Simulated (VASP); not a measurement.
Wanted: the native input for a VASP 6.6.1 run.

* Task: single point
* Functional: PBEsol
* Potentials or basis: VASP PAW PBE potentials, release 64 (K_sv, Br)
* Cutoff: 500 eV
* k mesh: 4 × 4 × 4
* Occupations: methfessel-paxton, width 0.2 eV
* Spin: no spin polarisation
* Dipole correction: no
* Further INCAR settings: ALGO = Normal; EDIFF = 1e-06; NBANDS = 15

The structure of KBr lies in POSCAR:

```
KBr
1.0
    0.0000000000      3.3024386828      3.3024386828
    3.3024386828      0.0000000000      3.3024386828
    3.3024386828      3.3024386828      0.0000000000
K Br
1 1
Direct
    0.0000000000      0.0000000000      0.0000000000
    0.5000000000      0.5000000000      0.5000000000
```

One way to write it, as run:

INCAR

```
PREC = Accurate
ENCUT = 500
EDIFF = 1E-6
ISMEAR = 1
SIGMA = 0.2
LREAL = F
LASPH = T
NELM = 120
ALGO = Normal
ISIF = 2
LWAVE = F
LCHARG = F
GGA = PS
NBANDS = 15
GGA_COMPAT = F
```

KPOINTS

```
Automatic mesh
0
Gamma
  4 4 4
```

Potentials or basis: VASP PAW PBE potentials, release 64 (K_sv, Br).

Launch:

```console
$ cat potpaw_PBE.64/K_sv/POTCAR potpaw_PBE.64/Br/POTCAR > POTCAR
$ mpirun -np 1 vasp_std > vasp.out
```

Results of the run:

```json
{"Pressure": "-0.4 GPa", "Band gap on the k mesh": "4.28 eV"}
```

Caveat: the PAW data sets were made with another functional, which shifts forces and pressure a little.

Run time: 12 s on 1 thread of AMD EPYC 7R43 64-Core Processor (Zen 3) (shared host), peak memory 0.16 GiB.
